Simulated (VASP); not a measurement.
# Sb: relaxation of cell and atoms with PBEsol+D3(BJ)

Crystal: Sb.

```
Sb
1.0
     3.16000    0.00000    0.00000
     0.00000    3.16000    0.00000
     0.00000    0.00000    3.16000
Sb
1
Cartesian
  0.0000 0.0000 0.0000
```

- Program: VASP 6.6.1
- Task: relaxation of cell and atoms
- Functional: PBEsol
- Dispersion: D3(BJ)
- Potentials or basis: VASP PAW PBE potentials, release 64 (Sb)
- Cutoff: 600 eV
- k mesh: 8 × 8 × 8
- Occupations: fermi-dirac, width 0.05 eV
- Spin: no spin polarisation
- Dipole correction: no
- Further INCAR settings: ALGO = Normal; EDIFF = 1e-07; IBRION = 2; EDIFFG = -0.01; NSW = 60; ISIF = 3

```yaml
Relaxed_volume: 27.79 Å³/atom
Relaxed_cell: a = 3.029 Å, b = 3.029 Å, c = 3.029 Å, α = 90.00°, β = 90.00°, γ = 90.00°
Space_group_after_relaxing_to_0.05_Å: Pm-3m (No. 221)
Energy_gained_by_relaxing: 89.9 meV/atom
Ionic_steps: 3
Pressure_after_relaxing: 0.0 GPa
Dispersion_energy_per_atom: -0.491 eV
```

Step by step:
```
step  energy change (eV)  largest force (eV/Å)  pressure (GPa)  volume (Å³)
   1              0.0000                0.0000           -6.82        31.55
   2             -0.0562                0.0000            5.67        25.81
   3             -0.0899                0.0000            0.03        27.79
```

Final structure:
```
CELL_PARAMETERS angstrom
3.02883 0.00000 0.00000
0.00000 3.02883 0.00000
0.00000 0.00000 3.02883
ATOMIC_POSITIONS crystal
Sb 0.00000 0.00000 0.00000
```

Levels at points of the mesh, in eV from the Fermi level:
| k point | band 1 | band 2 | band 3 | band 4 | band 5 | band 6 |
| --- | --- | --- | --- | --- | --- | --- |
| (0.00, 0.00, 0.00) | -12.91 | 3.50 | 3.50 | 3.50 | 7.08 | 7.08 |
| (0.50, 0.00, 0.00) | -10.22 | -6.05 | 5.76 | 5.76 | 9.33 | 10.76 |
| (0.50, 0.50, 0.00) | -7.33 | -3.81 | -3.81 | 1.91 | 8.10 | 13.51 |
| (0.50, 0.50, 0.50) | -4.05 | -1.69 | -1.69 | -1.69 | 4.77 | 4.77 |

Wall time 24 s on 1 thread of Intel(R) Xeon(R) Platinum 8375C CPU @ 2.90GHz (Ice Lake), on a shared host, peak memory 0.17 GiB.

Caveat: the PAW data sets were made with another functional, which shifts forces and pressure a little; spin-orbit coupling is left out, which moves the levels of the heavy elements; the volume moved by -12 % from the deposited cell, more than functionals usually miss; pairwise dispersion overbinds metals, which lowers pressure and volume.
